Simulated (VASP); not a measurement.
# ZrHCl4 (P4/mmm) in VASP: single point with PBE

Aim: the single point of ZrHCl4 with PBE.

Everything below comes from runs of VASP 6.6.1. Logs are shortened: lines on timing, memory, paths and dates and some standing lists are left out, and cuts for length are marked.

## 1. The cell of the first run

Symmetry: P4/mmm, No. 123, tetragonal system. Conventional cell: a = 5.101 Å, b = 5.101 Å, c = 8.783 Å, α = 90.00°, β = 90.00°, γ = 90.00°. Within 3.1 Å of Zr (site symmetry 4/mmm) lie 6 Cl at 2.37 to 2.55 Å. Within 5.4 Å of H (site symmetry 4/mmm) lie 16 Cl at 4.14 to 5.08 Å and 4 H at 5.10 Å. Cl (site symmetry mmm) has 2 Zr at 2.55 Å and 8 Cl at 3.48 to 3.61 Å within 3.7 Å. Cl (site symmetry 4mm) has 1 Zr at 2.37 Å within 3.1 Å.

## 2. Single point, PBE, collinear spin

INCAR

```
SYSTEM = ZrHCl4
PREC = Accurate ; ENCUT = 520
EDIFF = 1E-6 ; ISMEAR = 0
SIGMA = 0.1 ; LREAL = .FALSE.
LASPH = .TRUE. ; NELM = 150
ALGO = Normal ; ISIF = 2
LWAVE = .FALSE. ; LCHARG = .FALSE.
ISPIN = 2 ; MAGMOM = 0 1.06 0 0 0 0
LORBIT = 11 ; LMAXMIX = 4
GGA = PE ; NBANDS = 34
KPAR = 4
```

KPOINTS

```
Automatic mesh
0
G
  8 8 6
  0 0 0
```

POSCAR

```
ZrHCl4
1.0
    5.1013867303      0.0000000000      0.0000000000
    0.0000000000      5.1013867303      0.0000000000
    0.0000000000      0.0000000000      8.7829309212
Zr H Cl
1 1 4
Direct
    0.0000000000      0.0000000000      0.0000000000
    0.5000000000      0.5000000000      0.5000000000
    0.5000000000      0.0000000000      0.0000000000
    0.0000000000      0.5000000000      0.0000000000
    0.0000000000      0.0000000000      0.2696277872
    0.0000000000      0.0000000000      0.7303722128
```

Potentials or basis: VASP PAW PBE potentials, release 64 (Zr_sv, H, Cl).

Run with:

```bash
cat potpaw_PBE.64/Zr_sv/POTCAR potpaw_PBE.64/H/POTCAR potpaw_PBE.64/Cl/POTCAR > POTCAR
mpirun -np 4 vasp_std > vasp.out
```

OUTCAR:

```text
SYSTEM = ZrHCl4
   PREC = Accurate
   ENCUT = 520
   EDIFF = 1E-6
   ISMEAR = 0
   LREAL = .FALSE.
   LASPH = .TRUE.
   NELM = 150
   ISIF = 2
   ISPIN = 2
   LORBIT = 11
   GGA = PE

 ion  position               nearest neighbor table
   1  0.000  0.000  0.000-   5 2.37   6 2.37   3 2.55   4 2.55   4 2.55   3 2.55
   2  0.500  0.500  0.500-
   3  0.500  0.000  0.000-   1 2.55   1 2.55
   4  0.000  0.500  0.000-   1 2.55   1 2.55
   5  0.000  0.000  0.270-   1 2.37
   6  0.000  0.000  0.730-   1 2.37

  LATTYP: Found a simple tetragonal cell.
 ALAT       =     5.1013867303
 C/A-ratio  =     1.7216751808

  Lattice vectors:

 A1 = (   5.1013867303,   0.0000000000,   0.0000000000)
 A2 = (   0.0000000000,   5.1013867303,   0.0000000000)
 A3 = (   0.0000000000,   0.0000000000,   8.7829309212)

Analysis of symmetry for initial positions (statically):
=====================================================================
 Subroutine PRICEL returns:
 Original cell was already a primitive cell.

 Routine SETGRP: Setting up the symmetry group for a
 simple tetragonal supercell.

 Subroutine GETGRP returns: Found 16 space group operations
 (whereof 16 operations were pure point group operations)
 out of a pool of 16 trial point group operations.

The static configuration has the point symmetry D_4h.

Analysis of symmetry for dynamics (positions and initial velocities):
=====================================================================
 Subroutine PRICEL returns:
 Original cell was already a primitive cell.

 Routine SETGRP: Setting up the symmetry group for a
 simple tetragonal supercell.

 Subroutine GETGRP returns: Found 16 space group operations
 (whereof 16 operations were pure point group operations)
 out of a pool of 16 trial point group operations.

The dynamic configuration has the point symmetry D_4h.

Analysis of structural, dynamic, and magnetic symmetry:
=====================================================================
 Subroutine PRICEL returns:
 Original cell was already a primitive cell.

 Routine SETGRP: Setting up the symmetry group for a
 simple tetragonal supercell.

 Subroutine GETGRP returns: Found 16 space group operations
 (whereof 16 operations were pure point group operations)
 out of a pool of 16 trial point group operations.

The overall configuration has the point symmetry D_4h.

 Subroutine INISYM returns: Found 16 space group operations
 (whereof 16 operations are pure point group operations),
 and found     1 'primitive' translations

----------------------------------------------------------------------------------------

                                     Primitive cell

  volume of cell :     228.5683

  direct lattice vectors                    reciprocal lattice vectors
     5.101386730  0.000000000  0.000000000     0.196025131  0.000000000  0.000000000
     0.000000000  5.101386730  0.000000000     0.000000000  0.196025131  0.000000000
     0.000000000  0.000000000  8.782930921     0.000000000  0.000000000  0.113857209

  length of vectors
     5.101386730  5.101386730  8.782930921     0.196025131  0.196025131  0.113857209

  position of ions in fractional coordinates (direct lattice)
     0.000000000  0.000000000  0.000000000
     0.500000000  0.500000000  0.500000000
     0.500000000  0.000000000  0.000000000
     0.000000000  0.500000000  0.000000000
     0.000000000  0.000000000  0.269627787
     0.000000000  0.000000000  0.730372213

  ion indices of the primitive-cell ions
   primitive index   ion index
                 1           1
                 2           2
                 3           3
                 4           4
                 5           5
                 6           6

[... 28 lines left out ...]
  0.000000  0.000000  0.000000      1.000000
  0.125000  0.000000  0.000000      4.000000
  0.250000  0.000000  0.000000      4.000000
  0.375000  0.000000  0.000000      4.000000
  0.500000  0.000000  0.000000      2.000000
  0.125000  0.125000  0.000000      4.000000
[... 16 lines left out ...]
  0.375000  0.125000  0.166667     16.000000
  0.500000  0.125000  0.166667      8.000000
 [... further k-points ...]
   k-points           NKPTS =     60   k-points in BZ     NKDIM =     60   number of bands    NBANDS=     34
   number of dos      NEDOS =    301   number of ions     NIONS =      6
   total plane-waves  NPLWV = 112000
   dimension x,y,z NGX =    40 NGY =   40 NGZ =   70
   dimension x,y,z NGXF=    80 NGYF=   80 NGZF=  140
   ions per type =               1   1   4
   NGX,Y,Z   is equivalent  to a cutoff of  13.04, 13.04, 13.25 a.u.
   NGXF,Y,Z  is equivalent  to a cutoff of  26.07, 26.07, 26.50 a.u.
 SYSTEM =  ZrHCl4
   PREC   = accura    normal or accurate (medium, high low for compatibility)
   ISTART =      0    job   : 0-new  1-cont  2-samecut
   ICHARG =      2    charge: 1-file 2-atom 10-const
   ISPIN  =      2    spin polarized calculation?
   LNONCOLLINEAR =      F non collinear calculations
   LSORBIT =      F    spin-orbit coupling
   LASPH  =      T    aspherical Exc in radial PAW
   ENCUT  =  520.0 eV  38.22 Ry    6.18 a.u.   9.49  9.49 16.33*2*pi/ulx,y,z
   NELM   =    150;   NELMIN=  2; NELMDL= -5     # of ELM steps
   EDIFF  = 0.1E-05   stopping-criterion for ELM
   LREAL  =      F    real-space projection
   EDIFFG = 0.1E-04   stopping-criterion for IOM
   NSW    =      0    number of steps for IOM
   IBRION =     -1    ionic relax: 0-MD 1-quasi-New 2-CG
   NFREE  =      0    steps in history (QN), initial steepest desc. (CG)
   ISIF   =      2    stress and relaxation
   ISYM   =      2    0-nonsym 1-usesym 2-fastsym
   POTIM  = 0.5000    time-step for ionic-motion
   TEBEG  =    0.0;   TEEND  =   0.0 temperature during run
   PSTRESS=    0.0 pullay stress
   NELECT =      41.0000    total number of electrons
   NUPDOWN=      -1.0000    fix difference up-down
   EMIN   =  10.00;   EMAX   =-10.00  energy-range for DOS
   EFERMI =   0.00;   METHOD = LEGACY
   ISMEAR =     0;   SIGMA  =   0.10  broadening in eV -4-tet -1-fermi 0-gaus
   EFERMI_NEDOS =   21; number of points for ismear=-14 and -15
   IALGO  =     38    algorithm
   IMIX   =      4    mixing-type and parameters
     AMIX     =   0.40;   BMIX     =  1.00
     AMIX_MAG =   1.60;   BMIX_MAG =  1.00
  volume/ion in A,a.u.               =      38.09       257.08
  Fermi-wavevector in a.u.,A,eV,Ry     =   0.923274  1.744736 11.598091  0.852436
  Thomas-Fermi vector in A             =   2.048893
   LORBIT       =     11    0 simple, 1 ext, 2 COOP (PROOUT), +10 PAW based schemes
   GGA     = PE    functional components
   LHFCALC =     F    Hartree Fock is set to
   AEXX    =    0.0000 exact exchange contribution
   IVDW    =     0    specifies the selected vdW correction
   LEPSILON=     F    determine dielectric tensor
   LRPA    =     F    only Hartree local field effects (RPA)
 spin polarized calculation
 Gauss-broadening in eV      SIGMA  =   0.10
  energy-cutoff  :      520.00
  volume of cell :      228.57
 maximum number of plane-waves:      6192
 NGX is ok and might be reduce to    40
   NGX = 19   NGY = 19   NGZ = 33

 number of electron      41.0000010 magnetization       1.0000000

 Free energy of the ion-electron system (eV)
  ---------------------------------------------------
  ext. energy  EPLUGINS =         0.00000000
  ---------------------------------------------------
  free energy    TOTEN  =       -25.39872946 eV

  energy without entropy =      -25.39872946  energy(sigma->0) =      -25.39872946

 E-fermi :  -1.7675     XC(G=0):  -6.0742

 val. band max:       -2.3223112513   @ k =   0.5000   0.0000   0.0000
 cond. band min:      -1.0506207653   @ k =   0.0000   0.0000   0.0000
 fundamental gap:      1.2716904859
 Fermi energy:        -1.7674507403

 spin component 1

 k-point     1 :       0.0000    0.0000    0.0000
  band No.  band energies     occupation
      1     -51.5997      1.00000
      2     -29.6773      1.00000
      3     -29.6773      1.00000
      4     -29.4559      1.00000
      5     -17.0223      1.00000
      6     -16.6924      1.00000
[... 829 lines left out ...]
     31       6.9039      0.00000
     32       7.0959      0.00000

 [... further k-points ...]

 spin component 2

 k-point     1 :       0.0000    0.0000    0.0000
  band No.  band energies     occupation
      1     -51.5988      1.00000
      2     -29.6764      1.00000
      3     -29.6764      1.00000
      4     -29.4543      1.00000
      5     -17.0220      1.00000
      6     -16.6921      1.00000
[... 829 lines left out ...]
     31       7.1227      0.00000
     32       7.8429      0.00000

 [... further k-points ...]

 [bands above 32 left out]

------------------------ aborting loop because EDIFF is reached ----------------------------------------

  FORCE on cell =-STRESS in cart. coord.  units (eV):
  Direction    XX          YY          ZZ          XY          YZ          ZX
  --------------------------------------------------------------------------------------
  -------------------------------------------------------------------------------------
  Total       -0.0708583     -0.0708583     -0.0607076      0.0000000      0.0000000      0.0000000
  in kB       -0.4966900     -0.4966900     -0.4255373      0.0000000      0.0000000      0.0000000
  external PRESSURE =      -0.4729724 kB  Pullay stress =       0.0000000 kB

 VOLUME and BASIS-vectors are now :
 -----------------------------------------------------------------------------
  energy-cutoff  :      520.00
  volume of cell :      228.57
      direct lattice vectors                 reciprocal lattice vectors
     5.101386730  0.000000000  0.000000000     0.196025131  0.000000000  0.000000000
     0.000000000  5.101386730  0.000000000     0.000000000  0.196025131  0.000000000
     0.000000000  0.000000000  8.782930921     0.000000000  0.000000000  0.113857209

 POSITION                                       TOTAL-FORCE (eV/Angst)
 -----------------------------------------------------------------------------------
      0.00000      0.00000      0.00000         0.000000      0.000000     -0.000000
      2.55069      2.55069      4.39147         0.000000      0.000000     -0.000000
      2.55069      0.00000      0.00000         0.000000      0.000000     -0.000000
      0.00000      2.55069      0.00000         0.000000      0.000000     -0.000000
      0.00000      0.00000      2.36812         0.000000      0.000000     -0.001530
      0.00000      0.00000      6.41481        -0.000000     -0.000000      0.001530
 -----------------------------------------------------------------------------------
    total drift:                                0.000000      0.000000     -0.000000

  FREE ENERGIE OF THE ION-ELECTRON SYSTEM (eV)
  ---------------------------------------------------
  free  energy   TOTEN  =       -25.3987294619 eV

  energy  without entropy=      -25.3987294619  energy(sigma->0) =      -25.39872946

 total charge

# of ion       s       p       d       tot
------------------------------------------
    1        2.159   6.021   1.341   9.521
    2        0.379   0.000   0.000   0.379
    3        1.592   3.568   0.000   5.160
    4        1.592   3.568   0.000   5.160
    5        1.607   3.517   0.000   5.124
    6        1.607   3.517   0.000   5.124
--------------------------------------------------
tot          8.936  20.191   1.341  30.468

 magnetization (x)

# of ion       s       p       d       tot
------------------------------------------
    1        0.000   0.000   0.001   0.001
    2        0.379   0.000   0.000   0.379
    3        0.000   0.000   0.000   0.000
    4        0.000   0.000   0.000   0.000
    5        0.000   0.002   0.000   0.002
    6        0.000   0.002   0.000   0.002
--------------------------------------------------
tot          0.379   0.004   0.001   0.385
```

Run time: 6 min. Hardware: 4 MPI ranks of Intel Xeon Platinum 8375C at 2.90GHz (Ice Lake), shared host; peak memory 0.85 GiB.

What came out:

* Free energy: -25.3987 eV
* Pressure: 0.0 GPa
* Band gap on the k mesh: 1.27 eV (least direct gap 1.33 eV)
* Net moment: 1.00 μB per cell
* Site moments: Zr +0.00; H +0.38; Cl +0.00 μB
* Valence electrons inside the program's atomic spheres: Zr 9.52; H 0.38; Cl 5.16, 5.12 (each value once)

Levels at points of the mesh, in eV from the valence-band top:
Spin up:
```tsv
k point	band 17	band 18	band 19	band 20	band 21	band 22	band 23	band 24	band 25	band 26
(0.00, 0.00, 0.00)	-1.63	-0.87	-0.87	-0.86	-0.12	1.27	2.55	2.75	2.75	3.91
(0.50, 0.00, 0.00)	-1.17	-0.95	-0.86	-0.61	0.00	2.62	2.76	3.13	3.45	6.33
(0.50, 0.50, 0.00)	-1.15	-1.14	-0.60	-0.60	-0.04	3.39	3.47	3.47	6.37	6.77
(0.00, 0.00, 0.50)	-1.65	-1.19	-0.83	-0.83	-0.06	1.27	2.55	2.71	2.71	3.97
(0.50, 0.00, 0.50)	-1.22	-1.07	-0.82	-0.71	0.00	2.62	2.73	3.14	3.43	6.81
(0.50, 0.50, 0.50)	-1.10	-1.10	-0.64	-0.64	-0.04	3.39	3.42	3.42	6.77	6.83
```
Spin down:
| k point | band 17 | band 18 | band 19 | band 20 | band 21 | band 22 | band 23 | band 24 |
| --- | --- | --- | --- | --- | --- | --- | --- | --- |
| (0.00, 0.00, 0.00) | -1.62 | -0.87 | -0.87 | -0.85 | 1.27 | 2.55 | 2.75 | 2.75 |
| (0.50, 0.00, 0.00) | -1.12 | -0.95 | -0.86 | -0.61 | 2.62 | 2.77 | 3.13 | 3.45 |
| (0.50, 0.50, 0.00) | -1.15 | -1.14 | -0.60 | -0.60 | 3.39 | 3.47 | 3.47 | 6.36 |
| (0.00, 0.00, 0.50) | -1.65 | -1.14 | -0.83 | -0.83 | 1.27 | 2.55 | 2.71 | 2.71 |
| (0.50, 0.00, 0.50) | -1.22 | -1.06 | -0.82 | -0.65 | 2.62 | 2.73 | 3.14 | 3.39 |
| (0.50, 0.50, 0.50) | -1.10 | -1.10 | -0.64 | -0.64 | 3.39 | 3.42 | 3.42 | 6.77 |

A k mesh can miss the band edges.
